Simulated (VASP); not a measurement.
The system is Sr2Ru.

```
CELL_PARAMETERS angstrom
4.09719 0.00000 0.00000
-2.04860 3.54827 0.00000
0.00000 0.00000 8.71496
ATOMIC_POSITIONS crystal
Sr 0.33333 0.66667 0.29777
Sr 0.66667 0.33333 0.70223
Ru 0.00000 0.00000 0.00000
```

The cell was built from a structure type or drawn by symmetry, and may not be a known phase.

- Program: VASP 6.6.1
- Task: relaxation of cell and atoms
- Functional: PBE
- Potentials or basis: VASP PAW PBE potentials, release 64 (Sr_sv, Ru_pv)
- Cutoff: 600 eV
- k mesh: 6 × 6 × 2
- Occupations: gaussian, width 0.1 eV
- Spin: no spin polarisation

At the start: pressure -5.2 GPa; volume 42.23 Å³/atom.

Where does the relaxation end?

Over 11 steps the energy falls by 443.2 meV/atom and the volume is 34.60 Å³/atom (-18.1 %); space group P-3m1 (No. 164, to 0.1 Å) before and after.

Step by step:
| step | energy change (eV) | largest force (eV/Å) | pressure (GPa) | volume (Å³) |
| --- | --- | --- | --- | --- |
| 1 | 0.0000 | 1.4680 | -5.21 | 126.70 |
| 2 | -0.8606 | 1.4106 | -2.48 | 103.09 |
| 3 | -1.0199 | 1.0828 | 0.81 | 92.02 |
| 4 | -1.0202 | 1.0309 | 1.25 | 90.91 |
| 5 | -1.1391 | 0.6462 | 1.55 | 91.86 |
| 6 | -1.2393 | 0.0823 | 2.57 | 93.77 |
| 7 | -1.3165 | 0.1702 | -0.34 | 103.38 |
| 8 | -1.3165 | 0.1674 | -0.31 | 103.25 |
| 9 | -1.3236 | 0.1176 | -0.23 | 103.44 |
| 10 | -1.3293 | 0.0042 | 0.00 | 103.86 |
| 11 | -1.3296 | 0.0244 | -0.03 | 103.79 |

Final structure:
```
CELL_PARAMETERS angstrom
3.83611 0.00000 0.00000
-1.91806 3.32217 0.00000
0.00000 0.00000 8.14392
ATOMIC_POSITIONS crystal
Sr 0.33333 0.66667 0.24751
Sr 0.66667 0.33333 0.75249
Ru 0.00000 0.00000 0.00000
```

Caveat: the k points lie up to 0.39 Å⁻¹ apart in the final cell, too coarse for converged energies and pressures of a metal; the volume moved by over 15 % at a fixed basis, so the end points are rough.
